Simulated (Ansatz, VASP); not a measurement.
# ZrC4: VASP beside Ansatz

```
Zr C
1.0
     2.65681    0.00000    0.00000
    -1.32841    2.30087    0.00000
     0.00000    0.00000    8.10138
Zr C
1 4
Direct
  0.00000 0.00000 0.50000
  0.33333 0.66667 0.75672
  0.33333 0.66667 0.24328
  0.66667 0.33333 0.24328
  0.66667 0.33333 0.75672
```

Alike in both runs: task relaxation of cell and atoms; functional PBE; k mesh 18 × 18 × 6; occupations gaussian, width 0.1 eV; no spin polarisation.

|  | VASP | Ansatz |
| --- | --- | --- |
| version | VASP 6.6.1 | Ansatz 0.2.0 |
| potentials or method | VASP PAW PBE potentials, release 64 (Zr_sv, C), cutoff 600 eV | scalar-relativistic, plane waves, PAW |
| valence electrons in the cell | 28 | 28 |

VASP gave:

```
gap on the k mesh at the Fermi level, each at its own relaxed structure (eV) : none
relaxed volume (Å³/atom)                                                     : 9.94
relaxed cell length with the largest relative difference (Å)                 : 8.163
```

Question: What did Ansatz give for the same quantities?

Answer: gap on the k mesh at the Fermi level, each at its own relaxed structure (eV): none; relaxed volume (Å³/atom): 9.91; relaxed cell length with the largest relative difference (Å): 8.144.

A gap of «none» marks a metal or a gap that the smearing closes.
